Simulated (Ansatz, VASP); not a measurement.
**Two plane-wave programs on As**

File INCAR:

```
SYSTEM = As
PREC     = Accurate       ! precision mode
ENCUT    = 600            ! plane-wave cutoff, eV
EDIFF    = 1E-6           ! SCF threshold, eV
ISMEAR   = -1             ! smearing method
SIGMA    = 0.15           ! smearing width, eV
LREAL    = .FALSE.        ! projectors in reciprocal space
LASPH    = .TRUE.         ! aspherical terms in the spheres
NELM     = 200            ! most SCF steps
ALGO     = Normal         ! electronic algorithm
ISIF     = 2              ! what is computed and relaxed
LWAVE    = .FALSE.        ! write WAVECAR
LCHARG   = .FALSE.        ! write CHGCAR
MAGMOM   = 0 0 0          ! initial moments
LORBIT   = 11             ! projections on sites
LSORBIT  = .TRUE.         ! spin-orbit coupling
GGA_COMPAT= .FALSE.      
LORBMOM  = .TRUE.       
GGA      = PE             ! functional
NBANDS   = 26             ! bands
```

The input KPOINTS:

```
Automatic mesh
0
G
  4 4 4
  0 0 0
```

File POSCAR:

```
As
1.0
    0.0000000000      2.1290000000      2.1290000000
    2.1290000000      0.0000000000      2.1290000000
    2.1290000000      2.1290000000      0.0000000000
As
1
Direct
    0.0000000000      0.0000000000      0.0000000000
```

Input for Ansatz:

```yaml
crystal:
  lattice:
    - [0, 2.129, 2.129]
    - [2.129, 0, 2.129]
    - [2.129, 2.129, 0]
  atoms:
    - { symbol: As, position: [0, 0, 0] }
kpoints:
  mp_grid: { grid: [4, 4, 4] }
hamiltonian:
  xc: pbe
  pseudopotentials:
    kind: paw_fr
    azcp:
      As: "pseudopotentials/pbe/paw/ansatz_paw_generated_hard_1/As.paw.azcp"
scf:
  occupations: { method: fermi_dirac, width: 0.15 }
  convergence: { dr2_threshold: "1e-9 eV" }
  max_iter: 300
output:
  forces: true
  stress: true
  eigenvalues: true
magnetization:
  noncollinear: true
  spin_orbit: true
```

Alike in both runs: task single point; functional PBE; k mesh 4 × 4 × 4; occupations fermi-dirac, width 0.15 eV; non-collinear spin, spin-orbit coupling.

|  | VASP | Ansatz |
| --- | --- | --- |
| version | VASP 6.6.1 | Ansatz 0.2.0 development build |
| potentials or method | VASP PAW PBE potentials, release 64 (As_d) | plane waves, PAW datasets (generated hard set |
| plane-wave cutoff (eV) | 600 | 700 |
| valence electrons in the cell | 15 | 15 |

|  | VASP | Ansatz | Ansatz less VASP |
| --- | --- | --- | --- |
| net moment per atom (μB) | 0.00 | 0.00 | 0.000 |

Ansatz's warnings: stress scf threshold loose.

The k mesh is coarse, so the values compare programs but aren't converged.
